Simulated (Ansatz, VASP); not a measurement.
TiAl in VASP and in Ansatz

```xyz
2
Lattice="2.8478 0.0000 0.0000 -1.4239 2.4663 0.0000 0.0000 0.0000 4.6892" Properties=species:S:1:pos:R:3 pbc="T T T"
Ti    0.0000    0.0000    0.0000
Al    0.0000    1.6442    2.3446
```

Change from the starting cell: strain +0.0150 x Voigt [0, 0, 1, 0, 0, 0], atoms carried along.

Alike in both runs: task single point; functional PBEsol; k mesh 24 × 24 × 14; occupations gaussian, width 0.15 eV; no spin polarisation.

|  | VASP | Ansatz |
| --- | --- | --- |
| version | VASP 6.6.1 | Ansatz 0.2.0 |
| potentials or method | VASP PAW PBE potentials, release 64 (Ti_sv, Al), cutoff 500 eV | scalar-relativistic, plane waves, PAW |
| valence electrons in the cell | 15 | 15 |

Ansatz gave:

```
gap on the k mesh at the Fermi level (eV)                     : none
pressure (GPa)                                                : -1.8
traceless stress, the component that is largest in VASP (GPa) : -1.77
```

Task: What did VASP give for the same quantities?

Result: gap on the k mesh at the Fermi level (eV): none; pressure (GPa): -1.8; traceless stress, the component that is largest in VASP (GPa): -1.70.

VASP's potentials were made for PBE, not for PBEsol. A gap of «none» marks a metal or a gap that the smearing closes.
